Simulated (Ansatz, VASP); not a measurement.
## MgO in VASP and in Ansatz

File INCAR:

```
  PREC = Accurate
  ENCUT = 520
  EDIFF = 1E-6
  ISMEAR = 0
  SIGMA = 0.05
  LREAL = F
  LASPH = T
  NELM = 80
  ALGO = Normal
  ISIF = 2
  LWAVE = F
  LCHARG = F
  GGA = PS
  NBANDS = 11
```

KPOINTS

```
Automatic mesh
0
Gamma
  10 10 10
```

File POSCAR:

```
MgO
1.0
    0.0000000000      2.1351500000      2.1351500000
    1.8949456250      0.0000000000      2.1351500000
    1.8949456250      2.1351500000      0.0000000000
Mg O
1 1
Direct
    0.0000000000      0.0000000000      0.0000000000
    0.5000000000      0.5000000000      0.5000000000
```

Input for Ansatz:

```yaml
crystal:
  lattice:
    - [0.0, 2.13515, 2.13515]
    - [1.894945625, 0.0, 2.13515]
    - [1.894945625, 2.13515, 0.0]
  atoms:
    - { symbol: Mg, position: [0.0, 0.0, 0.0] }
    - { symbol: O, position: [0.5, 0.5, 0.5] }
basis:
  ecutwfc: 420
kpoints:
  mp_grid: { grid: [10, 10, 10] }
hamiltonian:
  xc: pbesol
scf:
  occupations: { method: gaussian, width: 0.05 }
output:
  forces: true
  stress: true
  eigenvalues: true
```

Change from the starting cell: strain -0.1125 x Voigt [1, 0, 0, 0, 0, 0], atoms carried along.

Alike in both runs: task single point; functional PBEsol; k mesh 10 × 10 × 10; occupations gaussian, width 0.05 eV; no spin polarisation.

|  | VASP | Ansatz |
| --- | --- | --- |
| version | VASP 6.6.1 | Ansatz 0.2.0 |
| potentials or method | VASP PAW PBE potentials, release 64 (Mg, O), cutoff 520 eV | scalar-relativistic, plane waves, PAW |
| valence electrons in the cell | 8 | 16 |

VASP gave:

- gap on the k mesh at the Fermi level (eV): 5.21
- least direct gap on the mesh (eV): 5.21
- pressure (GPa): 21.0
- traceless stress, the component that is largest in VASP (GPa): 31.42

Question: Which values does Ansatz return?

Answer: gap on the k mesh at the Fermi level (eV): 5.21; least direct gap on the mesh (eV): 5.21; pressure (GPa): 21.1; traceless stress, the component that is largest in VASP (GPa): 30.94.

VASP's potentials were made for PBE, not for PBEsol. VASP's potentials hold 8 valence electrons a cell and Ansatz's 16, so a difference there can come from the potentials and not from the codes.
